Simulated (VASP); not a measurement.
## ZnSe: vibrations by perturbation theory with PBEsol

ZnSe:

```
Zn Se
1.0
     0.00000    2.81660    2.81660
     2.81660    0.00000    2.81660
     2.81660    2.81660    0.00000
Zn Se
1 1
Cartesian
  0.0000 0.0000 0.0000
  4.2249 4.2249 4.2249
```

```yaml
Program: VASP 6.6.1
Task: vibrations by perturbation theory
Functional: PBEsol
Potentials_or_basis: VASP PAW PBE potentials, release 64 (Zn, Se)
Cutoff: 520 eV
k_mesh: 8 × 8 × 8
Occupations: gaussian, width 0.01 eV
Spin: no spin polarisation
Dipole_correction: no
Further_INCAR_settings: ALGO = Normal; EDIFF = 1e-08; NBANDS = 16; IBRION = 8; NSW = 1
```

* Electronic dielectric tensor (diagonal): 8.06
* Born charges (mean of the diagonal): Zn +2.06; Se -2.06 e
* Highest phonon frequency at Γ, LO-TO splitting left out: 210 cm⁻¹

Phonon frequencies in cm⁻¹ (negative: imaginary):
```
              q point        frequencies
(0.000, 0.000, 0.000)  0 0 0 210 210 210
```

Electronic dielectric tensor:
```
8.06 0.00 0.00
0.00 8.06 0.00
0.00 0.00 8.06
```

Born effective charge tensors (e):
atom 1, Zn
```
2.06 0.00 0.00
0.00 2.06 0.00
0.00 0.00 2.06
```
atom 2, Se
```
-2.06  0.00  0.00
 0.00 -2.06  0.00
 0.00  0.00 -2.06
```

It took 11 min on 1 thread of Intel(R) Xeon(R) Platinum 8259CL CPU @ 2.50GHz (Skylake/Cascade Lake) (shared host), peak memory 0.32 GiB.
